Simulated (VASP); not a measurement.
A run of VASP 6.6.1:

File INCAR:

```
SYSTEM = Li
PREC     = Accurate       ! precision mode
ENCUT    = 520            ! plane-wave cutoff, eV
EDIFF    = 1E-6           ! SCF threshold, eV
ISMEAR   = -1             ! smearing method
SIGMA    = 0.05           ! smearing width, eV
LREAL    = .False.        ! projectors in reciprocal space
LASPH    = .True.         ! aspherical terms in the spheres
NELM     = 80             ! most SCF steps
ALGO     = Normal         ! electronic algorithm
ISIF     = 2              ! what is computed and relaxed
LWAVE    = .False.        ! write WAVECAR
LCHARG   = .False.        ! write CHGCAR
GGA      = PE             ! functional
NBANDS   = 8              ! bands
```

KPOINTS

```
regular mesh
0
Gamma
  10 10 10
  0 0 0
```

Contents of POSCAR:

```
Li
1.0
    0.0000000000      2.2165832065      2.2165832065
    2.2165832065      0.0000000000      2.2165832065
    2.2165832065      2.2165832065      0.0000000000
Li
1
Direct
    0.0000000000      0.0000000000      0.0000000000
```

Potentials or basis: VASP PAW PBE potentials, release 64 (Li_sv).

The run is started by

```console
$ cat potpaw_PBE.64/Li_sv/POTCAR > POTCAR
$ mpirun -np 1 vasp_std > vasp.out
```

Hardware: 1 thread of Intel(R) Xeon(R) Platinum 8488C (Sapphire Rapids) (shared host).

**Question.** How long does it take, and how much memory?

**Answer.** Wall time 2.7 s on 1 thread of Intel(R) Xeon(R) Platinum 8488C (Sapphire Rapids) (shared host), peak memory 0.13 GiB. Counts: scf iterations 8, k points 47.
